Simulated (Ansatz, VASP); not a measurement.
SnO: VASP beside Ansatz

```
CELL_PARAMETERS angstrom
3.80930 0.00000 0.00000
0.00000 4.93646 0.00000
0.00000 0.00000 3.80668
ATOMIC_POSITIONS crystal
Sn 0.00000 0.23237 0.37500
Sn 0.50000 0.76763 0.87500
O 0.00000 0.99987 0.87500
O 0.50000 0.00013 0.37500
```

Alike in both runs: functional r2SCAN; k mesh 10 × 8 × 10; occupations gaussian, width 0.02 eV; no spin polarisation.

Ansatz relaxed the structure, and its values are those at the end. VASP's run is a single point on that final structure, the one shown.

|  | VASP | Ansatz |
| --- | --- | --- |
| version | VASP 6.6.1 | Ansatz 0.2.0 |
| potentials or method | VASP PAW PBE potentials, release 64 (Sn_d, O), cutoff 520 eV | scalar-relativistic, plane waves, PAW |
| valence electrons in the cell | 40 | 40 |

|  | VASP | Ansatz | Ansatz less VASP |
| --- | --- | --- | --- |
| gap on the k mesh at the Fermi level (eV) | 0.37 | 0.36 | -0.007 |
| least direct gap on the mesh (eV) | 2.32 | 2.37 | +0.041 |
| pressure (GPa) | 0.6 | 0.0 | -0.57 |
| rms of the force components (eV/Å) | 0.059 | 0.000 | -0.0586 |

VASP's potentials were made for PBE, not for r2SCAN. With one functional, cell and mesh, what is left measures potentials, basis and numerics. Ansatz's warnings: structure snapped to symmetry.
